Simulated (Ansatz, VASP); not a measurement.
# MgS: VASP beside Ansatz

Contents of INCAR:

```
PREC     = Accurate       # precision mode
ENCUT    = 520            # plane-wave cutoff, eV
EDIFF    = 1E-6           # SCF threshold, eV
ISMEAR   = 0              # smearing method
SIGMA    = 0.1            # smearing width, eV
LREAL    = False          # projectors in reciprocal space
LASPH    = True           # aspherical terms in the spheres
NELM     = 100            # most SCF steps
ALGO     = Normal         # electronic algorithm
ISIF     = 2              # what is computed and relaxed
LWAVE    = False          # write WAVECAR
LCHARG   = False          # write CHGCAR
GGA      = PE             # functional
NBANDS   = 11             # bands
```

Contents of KPOINTS:

```
regular mesh
0
Gamma
  6 6 4
```

POSCAR

```
MgS
1.0
    2.9532969200      0.0000000000      0.0000000000
   -1.4766484600      2.5576301600      0.0000000000
    0.0000000000      0.0000000000      6.0854177400
Mg S
1 1
Direct
    0.0000000000      0.0000000000      0.0000000000
    0.0000000000      0.0000000000      0.5000000000
```

Input for Ansatz:

```yaml
crystal:
  lattice:
    - [2.95329692, 0.0, 0.0]
    - [-1.47664846, 2.55763016, 0.0]
    - [0.0, 0.0, 6.08541774]
  atoms:
    - { symbol: Mg, position: [0.0, 0.0, 0.0] }
    - { symbol: S, position: [0.0, 0.0, 0.5] }
basis:
  ecutwfc: 420
kpoints:
  mp_grid: { grid: [6, 6, 4] }
hamiltonian:
  xc: pbe
scf:
  occupations: { method: gaussian, width: 0.1 }
  lower_state_search: "off"
output:
  forces: true
  stress: true
  eigenvalues: true
```

Alike in both runs: task single point; functional PBE; k mesh 6 × 6 × 4; occupations gaussian, width 0.1 eV; no spin polarisation.

|  | VASP | Ansatz |
| --- | --- | --- |
| version | VASP 6.6.1 | Ansatz 0.2.0 |
| potentials or method | VASP PAW PBE potentials, release 64 (Mg, S), cutoff 520 eV | scalar-relativistic, plane waves, PAW |
| valence electrons in the cell | 8 | 16 |

Ansatz gave:

| Item | Value |
| --- | --- |
| gap on the k mesh at the Fermi level (eV) | none |
| pressure (GPa) | -3.4 |
| traceless stress, the component that is largest in VASP (GPa) | -4.76 |

Task: Estimate VASP's values.

Result: gap on the k mesh at the Fermi level (eV): none; pressure (GPa): -3.5; traceless stress, the component that is largest in VASP (GPa): -4.72.

A gap of «none» marks a metal or a gap that the smearing closes. With one functional, cell and mesh, what is left measures potentials, basis and numerics. VASP's potentials hold 8 valence electrons a cell and Ansatz's 16, so a difference there can come from the potentials and not from the codes.

The k mesh is coarse, so the values compare programs but aren't converged.
